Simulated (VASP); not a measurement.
A run of VASP 6.6.1 is set up as follows.

The input INCAR:

```
PREC = Accurate
ENCUT = 520
EDIFF = 1E-6
ISMEAR = 0
SIGMA = 0.1
LREAL = F
LASPH = T
NELM = 100
ALGO = Normal
ISIF = 2
LWAVE = F
LCHARG = T
GGA = CA
LELF = T
LVHAR = T
NBANDS = 11
```

KPOINTS

```
Automatic mesh
0
Gamma
  18 18 18
```

Contents of POSCAR:

```
Pd
1.0
    0.0000000000      1.9195210037      1.9195210037
    1.9195210037      0.0000000000      1.9195210037
    1.9195210037      1.9195210037      0.0000000000
Pd
1
Direct
    0.0000000000      0.0000000000      0.0000000000
```

Potentials or basis: VASP PAW LDA potentials, release 64 (Pd).

Run with:

```sh
$ cat potpaw_LDA.64/Pd/POTCAR > POTCAR
$ mpirun -np 1 vasp_std > vasp.out
```

Problem. Predict the pressure.

Solution. 0.3 GPa.

Problem. What does it give for the band gap on the k mesh?

Solution. Zero (band 5 reaches 10.65 eV, above the bottom of band 6 at 8.95 eV).
